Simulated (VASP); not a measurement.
Sb, 12 atoms in the cell. The cell holds a slab with vacuum, 12 atoms: a = 6.123 Å, b = 6.123 Å, c = 22.123 Å, α = 90.00°, β = 90.00°, γ = 90.00°. 

```yaml
Program: VASP 6.6.1
Task: single point
Functional: PBE
Dispersion: D3(BJ)
Potentials_or_basis: VASP PAW PBE potentials, release 64 (Sb)
Cutoff: 520 eV
k_mesh: 3 × 3 × 1
Occupations: gaussian, width 0.1 eV
Spin: no spin polarisation
Dipole_correction: yes
Further_INCAR_settings: ALGO = Normal; EDIFF = 1e-06; NBANDS = 42
```

Potentials or basis: VASP PAW PBE potentials, release 64 (Sb).

Run with:

```console
$ cat potpaw_PBE.64/Sb/POTCAR > POTCAR
$ mpirun -np 1 vasp_std > vasp.out
```

Hardware: 1 thread of Intel(R) Xeon(R) 6975P-C (Granite Rapids), on a shared host.

Estimate the wall time of this run.

It took 3.1 min on 1 thread of Intel(R) Xeon(R) 6975P-C (Granite Rapids), with other jobs on the host, peak memory 0.73 GiB. Counts: scf iterations 24, k points 3.
